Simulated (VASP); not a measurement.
# TePt (P6_3/mmc) in VASP: further runs

The runs below take TePt through single point, with LDA.

Program: VASP 6.6.1. These are calculated values, not measurements. Logs are shortened: lines on timing, memory, paths and dates and some standing lists are left out, and cuts for length are marked.

## (1) The cell of the first run

Symmetry: P6_3/mmc, No. 194, hexagonal system. The conventional cell has a = 4.142 Å, b = 4.142 Å, c = 5.430 Å, α = 90.00°, β = 90.00°, γ = 120.00°. Te (site symmetry -6m2) has 6 Pt at 2.75 Å and 6 Te at 3.62 Å within 3.7 Å. Pt (site symmetry -3m) has 2 Pt at 2.71 Å and 6 Te at 2.75 Å within 3.6 Å.

## (2) Single point, LDA (20.16 Å³/atom)

The input, INCAR:

```
  ALGO = Normal
  EDIFF = 1E-7
  ENCUT = 520
  ISIF = 2
  ISMEAR = 0
  LASPH = True
  LCHARG = False
  LREAL = False
  LWAVE = False
  NBANDS = 24
  NELM = 60
  PREC = Accurate
  SIGMA = 0.15
```

The input, KPOINTS:

```
k-points
0
Gamma
  12 12 8
```

The input, POSCAR:

```
TePt
1.0
    4.1415702800      0.0000000000      0.0000000000
   -2.0707851400      3.5867050741      0.0000000000
    0.0000000000      0.0000000000      5.4297017838
Te Pt
2 2
Direct
    0.3333333333      0.6666666667      0.2500000000
    0.6666666667      0.3333333333      0.7500000000
    0.0000000000      0.0000000000      0.0000000000
    0.0000000000      0.0000000000      0.5000000000
```

Potentials or basis: VASP PAW LDA potentials, release 64 (Te, Pt).

The run is started by

```
> cat potpaw_LDA.64/Te/POTCAR potpaw_LDA.64/Pt/POTCAR > POTCAR
> mpirun -np 1 vasp_std > vasp.out
```

OUTCAR:

```text
EDIFF = 1E-7
   ENCUT = 520
   ISIF = 2
   ISMEAR = 0
   LASPH = True
   LREAL = False
   NELM = 60
   PREC = Accurate

 ion  position               nearest neighbor table
   1  0.333  0.667  0.250-   3 2.75   4 2.75   3 2.75   4 2.75   3 2.75   4 2.75   2 3.62   2 3.62
                             2 3.62   2 3.62   2 3.62   2 3.62
   2  0.667  0.333  0.750-   3 2.75   4 2.75   3 2.75   4 2.75   3 2.75   4 2.75   1 3.62   1 3.62
                             1 3.62   1 3.62   1 3.62   1 3.62
   3  0.000  0.000  0.000-   4 2.71   4 2.71   1 2.75   2 2.75   2 2.75   1 2.75   2 2.75   1 2.75

   4  0.000  0.000  0.500-   3 2.71   3 2.71   1 2.75   2 2.75   2 2.75   1 2.75   2 2.75   1 2.75

  LATTYP: Found a hexagonal cell.
 ALAT       =     4.1415702800
 C/A-ratio  =     1.3110249052

  Lattice vectors:

 A1 = (   4.1415702800,   0.0000000000,   0.0000000000)
 A2 = (  -2.0707851400,   3.5867050741,   0.0000000000)
 A3 = (   0.0000000000,   0.0000000000,   5.4297017838)

Analysis of symmetry for initial positions (statically):
=====================================================================
 Subroutine PRICEL returns:
 Original cell was already a primitive cell.

 Routine SETGRP: Setting up the symmetry group for a
 hexagonal supercell.

 Subroutine GETGRP returns: Found 24 space group operations
 (whereof 12 operations were pure point group operations)
 out of a pool of 24 trial point group operations.

The static configuration has the point symmetry D_3d.
 The point group associated with its full space group is D_6h.

Analysis of symmetry for dynamics (positions and initial velocities):
=====================================================================
 Subroutine PRICEL returns:
 Original cell was already a primitive cell.

 Routine SETGRP: Setting up the symmetry group for a
 hexagonal supercell.

 Subroutine GETGRP returns: Found 24 space group operations
 (whereof 12 operations were pure point group operations)
 out of a pool of 24 trial point group operations.

The dynamic configuration has the point symmetry D_3d.
 The point group associated with its full space group is D_6h.

 Subroutine INISYM returns: Found 24 space group operations
 (whereof 12 operations are pure point group operations),
 and found     1 'primitive' translations

----------------------------------------------------------------------------------------

                                     Primitive cell

  volume of cell :      80.6560

  direct lattice vectors                    reciprocal lattice vectors
     4.141570280  0.000000000  0.000000000     0.241454311  0.139403712  0.000000000
    -2.070785140  3.586705074  0.000000000     0.000000000  0.278807423  0.000000000
     0.000000000  0.000000000  5.429701784     0.000000000  0.000000000  0.184172177

  length of vectors
     4.141570280  4.141570280  5.429701784     0.278807423  0.278807423  0.184172177

  position of ions in fractional coordinates (direct lattice)
     0.333333333  0.666666667  0.250000000
     0.666666667  0.333333333  0.750000000
     0.000000000  0.000000000  0.000000000
     0.000000000  0.000000000  0.500000000

  ion indices of the primitive-cell ions
   primitive index   ion index
                 1           1
                 2           2
                 3           3
                 4           4

----------------------------------------------------------------------------------------

 KPOINTS: k-points

Automatic generation of k-mesh.
 Grid dimensions read from file:
 generate k-points for:   12   12    8

 Generating k-lattice:

  Cartesian coordinates                     Fractional coordinates (reciprocal lattice)
     0.020121193  0.011616976  0.000000000     0.083333333  0.000000000  0.000000000
     0.000000000  0.023233952  0.000000000     0.000000000  0.083333333  0.000000000
     0.000000000  0.000000000  0.023021522     0.000000000  0.000000000  0.125000000

  Length of vectors
     0.023233952  0.023233952  0.023021522

  Shift w.r.t. Gamma in fractional coordinates (k-lattice)
     0.000000000  0.000000000  0.000000000

 Subroutine IBZKPT returns following result:
 ===========================================

 Found     95 irreducible k-points:

 Following reciprocal coordinates:
            Coordinates               Weight
  0.000000  0.000000  0.000000      1.000000
  0.083333  0.000000  0.000000      6.000000
  0.166667  0.000000  0.000000      6.000000
  0.250000  0.000000  0.000000      6.000000
  0.333333  0.000000  0.000000      6.000000
  0.416667  0.000000  0.000000      6.000000
[... 16 lines left out ...]
  0.250000  0.000000  0.125000     12.000000
  0.333333  0.000000  0.125000     12.000000
 [... further k-points ...]
   k-points           NKPTS =     95   k-points in BZ     NKDIM =     95   number of bands    NBANDS=     24
   number of dos      NEDOS =    301   number of ions     NIONS =      4
   total plane-waves  NPLWV =  40960
   dimension x,y,z NGX =    32 NGY =   32 NGZ =   40
   dimension x,y,z NGXF=    64 NGYF=   64 NGZF=   80
   ions per type =               2   2
   NGX,Y,Z   is equivalent  to a cutoff of  12.85, 12.85, 12.25 a.u.
   NGXF,Y,Z  is equivalent  to a cutoff of  25.69, 25.69, 24.49 a.u.
 SYSTEM =  unknown system
   PREC   = accura    normal or accurate (medium, high low for compatibility)
   ISTART =      0    job   : 0-new  1-cont  2-samecut
   ICHARG =      2    charge: 1-file 2-atom 10-const
   ISPIN  =      1    spin polarized calculation?
   LNONCOLLINEAR =      F non collinear calculations
   LSORBIT =      F    spin-orbit coupling
   LASPH  =      T    aspherical Exc in radial PAW
   ENCUT  =  520.0 eV  38.22 Ry    6.18 a.u.   7.70  7.70 10.10*2*pi/ulx,y,z
   NELM   =     60;   NELMIN=  2; NELMDL= -5     # of ELM steps
   EDIFF  = 0.1E-06   stopping-criterion for ELM
   LREAL  =      F    real-space projection
   EDIFFG = 0.1E-05   stopping-criterion for IOM
   NSW    =      0    number of steps for IOM
   IBRION =     -1    ionic relax: 0-MD 1-quasi-New 2-CG
   NFREE  =      0    steps in history (QN), initial steepest desc. (CG)
   ISIF   =      2    stress and relaxation
   ISYM   =      2    0-nonsym 1-usesym 2-fastsym
   POTIM  = 0.5000    time-step for ionic-motion
   TEBEG  =    0.0;   TEEND  =   0.0 temperature during run
   PSTRESS=    0.0 pullay stress
   NELECT =      32.0000    total number of electrons
   NUPDOWN=      -1.0000    fix difference up-down
   EMIN   =  10.00;   EMAX   =-10.00  energy-range for DOS
   EFERMI =   0.00;   METHOD = LEGACY
   ISMEAR =     0;   SIGMA  =   0.15  broadening in eV -4-tet -1-fermi 0-gaus
   EFERMI_NEDOS =   21; number of points for ismear=-14 and -15
   IALGO  =     38    algorithm
   IMIX   =      4    mixing-type and parameters
     AMIX     =   0.40;   BMIX     =  1.00
     AMIX_MAG =   1.60;   BMIX_MAG =  1.00
  volume/ion in A,a.u.               =      20.16       136.07
  Fermi-wavevector in a.u.,A,eV,Ry     =   1.202945  2.273237 19.688688  1.447078
  Thomas-Fermi vector in A             =   2.338713
   LORBIT       =      0    0 simple, 1 ext, 2 COOP (PROOUT), +10 PAW based schemes
   GGA     = CA    functional components
   LHFCALC =     F    Hartree Fock is set to
   AEXX    =    0.0000 exact exchange contribution
   IVDW    =     0    specifies the selected vdW correction
   LEPSILON=     F    determine dielectric tensor
   LRPA    =     F    only Hartree local field effects (RPA)
 non-spin polarized calculation
 Gauss-broadening in eV      SIGMA  =   0.15
  energy-cutoff  :      520.00
  volume of cell :       80.66
 maximum number of plane-waves:      2199
 NGX is ok and might be reduce to    32
   NGX = 15   NGY = 15   NGZ = 21

 number of electron      31.9999998 magnetization

 Free energy of the ion-electron system (eV)
  ---------------------------------------------------
  ext. energy  EPLUGINS =         0.00000000
  ---------------------------------------------------
  free energy    TOTEN  =       -23.43015855 eV

  energy without entropy =      -23.40504520  energy(sigma->0) =      -23.41760187

 E-fermi :  10.5472     XC(G=0): -11.7262

 val. band max:       10.5393845959   @ k =   0.1667   0.0000   0.3750
 cond. band min:      10.5517021074   @ k =   0.0833   0.0000   0.1250
 fundamental gap:      0.0123175114
 Fermi energy:        10.5472253373

 k-point     1 :       0.0000    0.0000    0.0000
  band No.  band energies     occupation
      1      -4.0943      2.00000
      2      -1.0024      2.00000
      3       2.7873      2.00000
      4       3.8746      2.00000
      5       3.8746      2.00000
      6       4.4512      2.00000
[... 16 lines left out ...]
     23      18.0600      0.00000
     24      18.0600      0.00000

 k-point     2 :       0.0833    0.0000    0.0000
  band No.  band energies     occupation
      1      -4.0193      2.00000
      2      -1.0558      2.00000
      3       2.8860      2.00000
      4       3.9017      2.00000
      5       3.9849      2.00000
      6       4.4148      2.00000
[... 16 lines left out ...]
     23      17.0328      0.00000
     24      17.6626      0.00000

 k-point     3 :       0.1667    0.0000    0.0000
  band No.  band energies     occupation
      1      -3.7997      2.00000
      2      -1.1971      2.00000
      3       3.1763      2.00000
      4       3.9718      2.00000
      5       4.2415      2.00000
      6       4.3018      2.00000
[... 16 lines left out ...]
     23      16.3238      0.00000
     24      16.8904      0.00000
[... 514 lines left out ...]
 k-point    23 :       0.2500    0.0000    0.1250
  band No.  band energies     occupation
      1      -3.3904      2.00000
      2      -1.4898      2.00000
      3       3.5033      2.00000
      4       3.8991      2.00000
      5       4.1142      2.00000
      6       4.9764      2.00000
[... 16 lines left out ...]
     23      17.1212      0.00000
     24      17.4830      0.00000

 k-point    24 :       0.3333    0.0000    0.1250
  band No.  band energies     occupation
      1      -2.9639      2.00000
      2      -1.6510      2.00000
      3       3.1154      2.00000
      4       3.9595      2.00000
      5       4.1617      2.00000
      6       4.9124      2.00000
[... 16 lines left out ...]
     23      17.0376      0.00000
     24      18.5699      0.00000

 [... further k-points ...]

------------------------ aborting loop because EDIFF is reached ----------------------------------------

  FORCE on cell =-STRESS in cart. coord.  units (eV):
  Direction    XX          YY          ZZ          XY          YZ          ZX
  --------------------------------------------------------------------------------------
  -------------------------------------------------------------------------------------
  Total        3.3704953      3.3704953      3.7417507      0.0000000     -0.0000000      0.0000000
  in kB       66.9526285     66.9526285     74.3273679      0.0000000     -0.0000000      0.0000000
  external PRESSURE =      69.4108750 kB  Pullay stress =       0.0000000 kB

 VOLUME and BASIS-vectors are now :
 -----------------------------------------------------------------------------
  energy-cutoff  :      520.00
  volume of cell :       80.66
      direct lattice vectors                 reciprocal lattice vectors
     4.141570280  0.000000000  0.000000000     0.241454311  0.139403712  0.000000000
    -2.070785140  3.586705074  0.000000000     0.000000000  0.278807423  0.000000000
     0.000000000  0.000000000  5.429701784     0.000000000  0.000000000  0.184172177

 POSITION                                       TOTAL-FORCE (eV/Angst)
 -----------------------------------------------------------------------------------
     -0.00000      2.39114      1.35743        -0.000000     -0.000000      0.000000
      2.07079      1.19557      4.07228         0.000000      0.000000      0.000000
      0.00000      0.00000      0.00000        -0.000000     -0.000000      0.000000
      0.00000      0.00000      2.71485        -0.000000     -0.000000      0.000000
 -----------------------------------------------------------------------------------
    total drift:                               -0.000000      0.000000      0.000000

  FREE ENERGIE OF THE ION-ELECTRON SYSTEM (eV)
  ---------------------------------------------------
  free  energy   TOTEN  =       -23.4301585477 eV

  energy  without entropy=      -23.4050452013  energy(sigma->0) =      -23.41760187
```

It took 3.2 min on 1 thread of Intel Xeon 8259CL, shared host; peak memory 0.29 GiB.

Results:

```
Free energy            : -23.4302 eV
Pressure               : 6.9 GPa
Band gap on the k mesh : zero (bands 16 and 17 overlap by 1.46 eV)
```

Levels at points of the mesh, in eV from the Fermi level:
| k point | band 12 | band 13 | band 14 | band 15 | band 16 | band 17 | band 18 | band 19 | band 20 | band 21 |
| --- | --- | --- | --- | --- | --- | --- | --- | --- | --- | --- |
| (0.00, 0.00, 0.00) | -2.09 | -1.78 | -1.78 | 0.24 | 0.71 | 1.50 | 2.00 | 2.37 | 2.37 | 4.46 |
| (0.50, 0.00, 0.00) | -3.17 | -2.82 | -2.27 | -2.07 | -1.61 | 1.52 | 2.73 | 3.44 | 3.70 | 4.35 |
| (0.00, 0.00, 0.50) | -3.74 | -2.69 | -2.69 | 1.05 | 1.05 | 1.05 | 1.05 | 4.27 | 4.27 | 5.39 |
| (0.50, 0.00, 0.50) | -3.27 | -3.25 | -3.25 | -0.54 | -0.54 | 0.53 | 0.53 | 2.67 | 2.67 | 6.92 |

Caveat: the cell stands under pressure; spin-orbit coupling is left out, which moves the levels of the heavy elements.

[end of part 1 of 2]
